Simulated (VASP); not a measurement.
# AlN (P6_3/mmc) in VASP: a series of runs

The runs below take AlN through single point, with PBE.

Program: VASP 6.6.1. These are calculated values, not measurements. Logs are shortened: lines on timing, memory, paths and dates and some standing lists are left out, and cuts for length are marked.

**1. The cell of the first run**

The structure is hexagonal, space group P6_3/mmc (No. 194). Conventional cell: a = 3.479 Å, b = 3.479 Å, c = 3.685 Å, α = 90.00°, β = 90.00°, γ = 120.00°. Al (site symmetry -6m2) has 5 N at 1.84 to 2.01 Å within 2.4 Å. Within 2.4 Å of N (site symmetry -6m2) lie 5 Al at 1.84 to 2.01 Å.

**2. Single point, PBE**

The input, INCAR:

```
SYSTEM = AlN
PREC     = Accurate       ! precision mode
ENCUT    = 520            ! plane-wave cutoff, eV
EDIFF    = 1E-6           ! SCF threshold, eV
ISMEAR   = 0              ! smearing method
SIGMA    = 0.05           ! smearing width, eV
LREAL    = .FALSE.        ! projectors in reciprocal space
LASPH    = .TRUE.         ! aspherical terms in the spheres
NELM     = 80             ! most SCF steps
ALGO     = Normal         ! electronic algorithm
ISIF     = 2              ! what is computed and relaxed
LWAVE    = .FALSE.        ! write WAVECAR
LCHARG   = .FALSE.        ! write CHGCAR
GGA      = PE             ! functional
NBANDS   = 16             ! bands
```

The input, KPOINTS:

```
regular mesh
0
G
  9 9 6
  0 0 0
```

The input, POSCAR:

```
AlN
1.0
    3.4792000000      0.0000000000      0.0000000000
   -1.7396000000      3.0130755848      0.0000000000
    0.0000000000      0.0000000000      3.6851000000
Al N
2 2
Direct
    0.3333333333      0.6666666667      0.7500000000
    0.6666666667      0.3333333333      0.2500000000
    0.3333333333      0.6666666667      0.2500000000
    0.6666666667      0.3333333333      0.7500000000
```

Potentials or basis: VASP PAW PBE potentials, release 64 (Al, N).

Command:

```sh
$ cat potpaw_PBE.64/Al/POTCAR potpaw_PBE.64/N/POTCAR > POTCAR
$ mpirun -np 1 vasp_std > vasp.out
```

OUTCAR:

```text
SYSTEM = AlN
   PREC = Accurate
   ENCUT = 520
   EDIFF = 1E-6
   ISMEAR = 0
   LREAL = .FALSE.
   LASPH = .TRUE.
   NELM = 80
   ISIF = 2
   GGA = PE

 ion  position               nearest neighbor table
   1  0.333  0.667  0.750-   3 1.84   3 1.84   4 2.01   4 2.01   4 2.01   2 2.73   2 2.73   2 2.73
                             2 2.73   2 2.73   2 2.73
   2  0.667  0.333  0.250-   4 1.84   4 1.84   3 2.01   3 2.01   3 2.01   1 2.73   1 2.73   1 2.73
                             1 2.73   1 2.73   1 2.73
   3  0.333  0.667  0.250-   1 1.84   1 1.84   2 2.01   2 2.01   2 2.01
   4  0.667  0.333  0.750-   2 1.84   2 1.84   1 2.01   1 2.01   1 2.01

  LATTYP: Found a hexagonal cell.
 ALAT       =     3.4792000000
 C/A-ratio  =     1.0591802713

  Lattice vectors:

 A1 = (   3.4792000000,   0.0000000000,   0.0000000000)
 A2 = (  -1.7396000000,   3.0130755848,   0.0000000000)
 A3 = (   0.0000000000,   0.0000000000,   3.6851000000)

Analysis of symmetry for initial positions (statically):
=====================================================================
 Subroutine PRICEL returns:
 Original cell was already a primitive cell.

 Routine SETGRP: Setting up the symmetry group for a
 hexagonal supercell.

 Subroutine GETGRP returns: Found 24 space group operations
 (whereof 12 operations were pure point group operations)
 out of a pool of 24 trial point group operations.

The static configuration has the point symmetry D_3d.
 The point group associated with its full space group is D_6h.

Analysis of symmetry for dynamics (positions and initial velocities):
=====================================================================
 Subroutine PRICEL returns:
 Original cell was already a primitive cell.

 Routine SETGRP: Setting up the symmetry group for a
 hexagonal supercell.

 Subroutine GETGRP returns: Found 24 space group operations
 (whereof 12 operations were pure point group operations)
 out of a pool of 24 trial point group operations.

The dynamic configuration has the point symmetry D_3d.
 The point group associated with its full space group is D_6h.

 Subroutine INISYM returns: Found 24 space group operations
 (whereof 12 operations are pure point group operations),
 and found     1 'primitive' translations

----------------------------------------------------------------------------------------

                                     Primitive cell

  volume of cell :      38.6312

  direct lattice vectors                    reciprocal lattice vectors
     3.479200000  0.000000000  0.000000000     0.287422396  0.165943398  0.000000000
    -1.739600000  3.013075585  0.000000000     0.000000000  0.331886795  0.000000000
     0.000000000  0.000000000  3.685100000     0.000000000  0.000000000  0.271363057

  length of vectors
     3.479200000  3.479200000  3.685100000     0.331886795  0.331886795  0.271363057

  position of ions in fractional coordinates (direct lattice)
     0.333333333  0.666666667  0.750000000
     0.666666667  0.333333333  0.250000000
     0.333333333  0.666666667  0.250000000
     0.666666667  0.333333333  0.750000000

  ion indices of the primitive-cell ions
   primitive index   ion index
                 1           1
                 2           2
                 3           3
                 4           4

----------------------------------------------------------------------------------------

 KPOINTS: regular mesh

Automatic generation of k-mesh.
 Grid dimensions read from file:
 generate k-points for:    9    9    6

 Generating k-lattice:

  Cartesian coordinates                     Fractional coordinates (reciprocal lattice)
     0.031935822  0.018438155  0.000000000     0.111111111  0.000000000  0.000000000
     0.000000000  0.036876311  0.000000000     0.000000000  0.111111111  0.000000000
     0.000000000  0.000000000  0.045227176     0.000000000  0.000000000  0.166666667

  Length of vectors
     0.036876311  0.036876311  0.045227176

  Shift w.r.t. Gamma in fractional coordinates (k-lattice)
     0.000000000  0.000000000  0.000000000

 Subroutine IBZKPT returns following result:
 ===========================================

 Found     48 irreducible k-points:

 Following reciprocal coordinates:
            Coordinates               Weight
  0.000000  0.000000  0.000000      1.000000
  0.111111  0.000000  0.000000      6.000000
  0.222222  0.000000  0.000000      6.000000
  0.333333  0.000000  0.000000      6.000000
  0.444444  0.000000  0.000000      6.000000
  0.111111  0.111111  0.000000      6.000000
[... 16 lines left out ...]
  0.333333  0.222222  0.166667     24.000000
  0.333333  0.333333  0.166667      4.000000
 [... further k-points ...]
   k-points           NKPTS =     48   k-points in BZ     NKDIM =     48   number of bands    NBANDS=     16
   number of dos      NEDOS =    301   number of ions     NIONS =      4
   total plane-waves  NPLWV =  21952
   dimension x,y,z NGX =    28 NGY =   28 NGZ =   28
   dimension x,y,z NGXF=    56 NGYF=   56 NGZF=   56
   ions per type =               2   2
   NGX,Y,Z   is equivalent  to a cutoff of  13.38, 13.38, 12.63 a.u.
   NGXF,Y,Z  is equivalent  to a cutoff of  26.76, 26.76, 25.26 a.u.
 SYSTEM =  AlN
   PREC   = accura    normal or accurate (medium, high low for compatibility)
   ISTART =      0    job   : 0-new  1-cont  2-samecut
   ICHARG =      2    charge: 1-file 2-atom 10-const
   ISPIN  =      1    spin polarized calculation?
   LNONCOLLINEAR =      F non collinear calculations
   LSORBIT =      F    spin-orbit coupling
   LASPH  =      T    aspherical Exc in radial PAW
   ENCUT  =  520.0 eV  38.22 Ry    6.18 a.u.   6.47  6.47  6.85*2*pi/ulx,y,z
   NELM   =     80;   NELMIN=  2; NELMDL= -5     # of ELM steps
   EDIFF  = 0.1E-05   stopping-criterion for ELM
   LREAL  =      F    real-space projection
   EDIFFG = 0.1E-04   stopping-criterion for IOM
   NSW    =      0    number of steps for IOM
   IBRION =     -1    ionic relax: 0-MD 1-quasi-New 2-CG
   NFREE  =      0    steps in history (QN), initial steepest desc. (CG)
   ISIF   =      2    stress and relaxation
   ISYM   =      2    0-nonsym 1-usesym 2-fastsym
   POTIM  = 0.5000    time-step for ionic-motion
   TEBEG  =    0.0;   TEEND  =   0.0 temperature during run
   PSTRESS=    0.0 pullay stress
   NELECT =      16.0000    total number of electrons
   NUPDOWN=      -1.0000    fix difference up-down
   EMIN   =  10.00;   EMAX   =-10.00  energy-range for DOS
   EFERMI =   0.00;   METHOD = LEGACY
   ISMEAR =     0;   SIGMA  =   0.05  broadening in eV -4-tet -1-fermi 0-gaus
   EFERMI_NEDOS =   21; number of points for ismear=-14 and -15
   IALGO  =     38    algorithm
   IMIX   =      4    mixing-type and parameters
     AMIX     =   0.40;   BMIX     =  1.00
     AMIX_MAG =   1.60;   BMIX_MAG =  1.00
  volume/ion in A,a.u.               =       9.66        65.17
  Fermi-wavevector in a.u.,A,eV,Ry     =   1.220306  2.306043 20.261057  1.489146
  Thomas-Fermi vector in A             =   2.355528
   LORBIT       =      0    0 simple, 1 ext, 2 COOP (PROOUT), +10 PAW based schemes
   GGA     = PE    functional components
   LHFCALC =     F    Hartree Fock is set to
   AEXX    =    0.0000 exact exchange contribution
   IVDW    =     0    specifies the selected vdW correction
   LEPSILON=     F    determine dielectric tensor
   LRPA    =     F    only Hartree local field effects (RPA)
 non-spin polarized calculation
 Gauss-broadening in eV      SIGMA  =   0.05
  energy-cutoff  :      520.00
  volume of cell :       38.63
 maximum number of plane-waves:      1057
 NGX is ok and might be reduce to    28
   NGX = 13   NGY = 13   NGZ = 13

 number of electron      15.9999996 magnetization

 Free energy of the ion-electron system (eV)
  ---------------------------------------------------
  ext. energy  EPLUGINS =         0.00000000
  ---------------------------------------------------
  free energy    TOTEN  =       -28.67136156 eV

  energy without entropy =      -28.67136156  energy(sigma->0) =      -28.67136156

 E-fermi :   7.8417     XC(G=0): -11.2237

 val. band max:        7.5576656080   @ k =   0.4444   0.0000   0.0000
 cond. band min:      11.2447351418   @ k =   0.0000   0.0000   0.0000
 fundamental gap:      3.6870695338
 Fermi energy:         7.8416944158

 k-point     1 :       0.0000    0.0000    0.0000
  band No.  band energies     occupation
      1      -8.9534      2.00000
      2      -4.4747      2.00000
      3       1.6188      2.00000
      4       4.1910      2.00000
      5       4.1910      2.00000
      6       6.7864      2.00000
[... 8 lines left out ...]
     15      20.0777      0.00000
     16      20.0777      0.00000

 k-point     2 :       0.1111    0.0000    0.0000
  band No.  band energies     occupation
      1      -8.8282      2.00000
      2      -4.5587      2.00000
      3       1.7401      2.00000
      4       3.8971      2.00000
      5       3.9924      2.00000
      6       6.3784      2.00000
[... 8 lines left out ...]
     15      19.8373      0.00000
     16      20.3584      0.00000

 k-point     3 :       0.2222    0.0000    0.0000
  band No.  band energies     occupation
      1      -8.4674      2.00000
      2      -4.8284      2.00000
      3       2.0920      2.00000
      4       3.2132      2.00000
      5       3.5861      2.00000
      6       5.7424      2.00000
[... 8 lines left out ...]
     15      19.3384      0.00000
     16      21.0918      0.00000

 k-point     4 :       0.3333    0.0000    0.0000
  band No.  band energies     occupation
      1      -7.9262      2.00000
      2      -5.2910      2.00000
      3       2.5465      2.00000
      4       2.6269      2.00000
      5       3.2201      2.00000
      6       5.3180      2.00000
[... 8 lines left out ...]
     15      19.0468      0.00000
     16      21.9484      0.00000
[... 324 lines left out ...]
 k-point    22 :       0.2222    0.2222    0.1667
  band No.  band energies     occupation
      1      -7.4405      2.00000
      2      -5.5832      2.00000
      3       1.8009      2.00000
      4       2.0435      2.00000
      5       3.8122      2.00000
      6       4.7992      2.00000
[... 8 lines left out ...]
     15      20.2818      0.00000
     16      22.0541      0.00000

 k-point    23 :       0.3333    0.2222    0.1667
  band No.  band energies     occupation
      1      -6.9166      2.00000
      2      -6.0010      2.00000
      3       1.5068      2.00000
      4       2.2269      2.00000
      5       3.1305      2.00000
      6       5.2136      2.00000
[... 8 lines left out ...]
     15      20.7187      0.00000
     16      21.8885      0.00000

 k-point    24 :       0.3333    0.3333    0.1667
  band No.  band energies     occupation
      1      -6.4356      2.00000
      2      -6.4356      2.00000
      3       1.3755      2.00000
      4       2.5842      2.00000
      5       2.5842      2.00000
      6       5.8550      2.00000
[... 8 lines left out ...]
     15      20.4185      0.00000
     16      22.4609      0.00000

 [... further k-points ...]
[... 5 lines left out ...]
  --------------------------------------------------------------------------------------
  -------------------------------------------------------------------------------------
  Total       -0.5983915     -0.5983915     11.7141967      0.0000000     -0.0000000      0.0000000
  in kB      -24.8174567    -24.8174567    485.8300753      0.0000000     -0.0000000      0.0000000
  external PRESSURE =     145.3983873 kB  Pullay stress =       0.0000000 kB

 VOLUME and BASIS-vectors are now :
 -----------------------------------------------------------------------------
  energy-cutoff  :      520.00
  volume of cell :       38.63
      direct lattice vectors                 reciprocal lattice vectors
     3.479200000  0.000000000  0.000000000     0.287422396  0.165943398  0.000000000
    -1.739600000  3.013075585  0.000000000     0.000000000  0.331886795  0.000000000
     0.000000000  0.000000000  3.685100000     0.000000000  0.000000000  0.271363057

 POSITION                                       TOTAL-FORCE (eV/Angst)
 -----------------------------------------------------------------------------------
     -0.00000      2.00872      2.76382        -0.000000      0.000000      0.000000
      1.73960      1.00436      0.92127         0.000000      0.000000      0.000000
     -0.00000      2.00872      0.92127        -0.000000      0.000000      0.000000
      1.73960      1.00436      2.76382         0.000000     -0.000000      0.000000
 -----------------------------------------------------------------------------------
    total drift:                               -0.000000      0.000000     -0.000000

  FREE ENERGIE OF THE ION-ELECTRON SYSTEM (eV)
  ---------------------------------------------------
  free  energy   TOTEN  =       -28.6713615550 eV

  energy  without entropy=      -28.6713615550  energy(sigma->0) =      -28.67136156
```

Run time: 28 s. Hardware: 1 thread of Intel Xeon Platinum 8488C (Sapphire Rapids), shared host; peak memory 0.16 GiB.

What came out:

```
Free energy            : -28.6714 eV
Pressure               : 14.5 GPa
Band gap on the k mesh : 3.69 eV, indirect (least direct gap 3.96 eV)
```

Stress tensor (GPa, compression positive):
```
-2.48  0.00  0.00
 0.00 -2.48  0.00
 0.00  0.00 48.58
```

A k mesh can miss the band edges. A hybrid or GW would open this gap; PBE tends to underestimate it.

**3. Single point, PBE**

This run uses another cell than the first one, of 9.71 Å³/atom, 1.005 times its volume.

The input, INCAR:

```
ALGO     = Normal         # electronic algorithm
EDIFF    = 1E-6           # SCF threshold, eV
ENCUT    = 520            # plane-wave cutoff, eV
GGA      = PE             # functional
ISIF     = 2              # what is computed and relaxed
ISMEAR   = 0              # smearing method
LASPH    = True           # aspherical terms in the spheres
LCHARG   = False          # write CHGCAR
LREAL    = False          # projectors in reciprocal space
LWAVE    = False          # write WAVECAR
NBANDS   = 16             # bands
NELM     = 100            # most SCF steps
PREC     = Accurate       # precision mode
SIGMA    = 0.05           # smearing width, eV
```

The input, KPOINTS:

```
k-points
0
Gamma
  9 9 6
```

The input, POSCAR:

```
AlN
1.0
    3.2721000000      0.0000000000      0.0000000000
   -1.6360500000      2.8337217237      0.0000000000
    0.0000000000      0.0000000000      4.1875902404
Al N
2 2
Direct
    0.3333333333      0.6666666667      0.7500000000
    0.6666666667      0.3333333333      0.2500000000
    0.3333333333      0.6666666667      0.2500000000
    0.6666666667      0.3333333333      0.7500000000
```

Potentials or basis: VASP PAW PBE potentials, release 64 (Al, N).

Command:

```sh
$ cat potpaw_PBE.64/Al/POTCAR potpaw_PBE.64/N/POTCAR > POTCAR
$ mpirun -np 1 vasp_std > vasp.out
```

Wall time 13 s (1 thread of Intel Xeon Platinum 8488C (Sapphire Rapids), shared host); peak memory 0.15 GiB.

The run converged. Its results:

- Free energy: -29.2984 eV
- Pressure: 5.7 GPa
- Band gap on the k mesh: 3.42 eV, direct

Stress tensor (GPa, compression positive):
```
6.92 0.00 0.00
0.00 6.92 0.00
0.00 0.00 3.32
```

Levels at points of the mesh, in eV from the valence-band top:
| k point | band 4 | band 5 | band 6 | band 7 | band 8 | band 9 | band 10 | band 11 | band 12 | band 13 |
| --- | --- | --- | --- | --- | --- | --- | --- | --- | --- | --- |
| (0.00, 0.00, 0.00) | -3.35 | -3.35 | -1.72 | -1.72 | 0.00 | 3.42 | 4.62 | 8.40 | 8.40 | 11.39 |
| (0.00, 0.00, 0.50) | -3.80 | -2.57 | -2.57 | -2.57 | -2.57 | 5.78 | 5.78 | 8.59 | 8.59 | 8.59 |

A hybrid or GW would open this gap; PBE tends to underestimate it.

[end of part 1 of 2]
